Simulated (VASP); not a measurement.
Crystal: NiSb (Breithauptite).

```
CELL_PARAMETERS angstrom
3.92800 0.00000 0.00000
-1.96400 3.40175 0.00000
0.00000 0.00000 5.12000
ATOMIC_POSITIONS crystal
Sb 0.66667 0.33333 0.75000
Sb 0.33333 0.66667 0.25000
Ni 0.00000 0.00000 0.50000
Ni 0.00000 0.00000 0.00000
```

Base run:

```yaml
Program: VASP 6.6.1
Functional: PBE
Potentials_or_basis: VASP PAW PBE potentials, release 64 (Sb, Ni)
Cutoff: 520 eV
k_mesh: 7 × 7 × 5
Occupations: fermi-dirac, width 0.05 eV
Spin: collinear spin, ferromagnetic start
Starting_moments: "[0.0, 0.0, 2.0, 2.0] μB"
Fixed_moment: 4 μB
```

Its results: pressure 16.7 GPa; site moments Sb +0.41; Ni +1.17 μB.

Problem. The run is repeated on the same cell with these changes: fixed moment from 4 μB to 1 μB; moments at the start from [0.0, 0.0, 2.0, 2.0] to [0.0, 0.0, 0.5, 0.5]. What comes out?

Solution. Pressure 4.8 GPa; site moments Sb +0.08; Ni +0.34 μB.

Caveats: the total moment is fixed, so each spin has its own Fermi level.
